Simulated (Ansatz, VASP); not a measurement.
## Ti: VASP beside Ansatz

```
Ti
1.0
     0.00000    2.33462    1.46894
     2.33462    0.00000    1.46894
     2.33462    2.33462    0.00000
Ti
1
Cartesian
  0.0000 0.0000 0.0000
```

Alike in both runs: task single point; functional LDA; k mesh 22 × 22 × 22; occupations gaussian, width 0.15 eV; no spin polarisation.

|  | VASP | Ansatz |
| --- | --- | --- |
| version | VASP 6.6.1 | Ansatz 0.2.0 |
| potentials or method | VASP PAW LDA potentials, release 64 (Ti_sv), cutoff 520 eV | scalar-relativistic, plane waves, PAW |
| valence electrons in the cell | 12 | 12 |

```tsv
	VASP	Ansatz	Ansatz less VASP
gap on the k mesh at the Fermi level (eV)	none	none	-
pressure (GPa)	-1.2	-1.0	+0.16
traceless stress, the component that is largest in VASP (GPa)	-1.61	-1.55	+0.055
```

Ansatz warns that its potentials were made for another functional, while VASP's fit it. LDA's correlation is that of Perdew and Zunger in VASP and of Perdew and Wang (1992) in Ansatz. A gap of «none» marks a metal or a gap that the smearing closes.
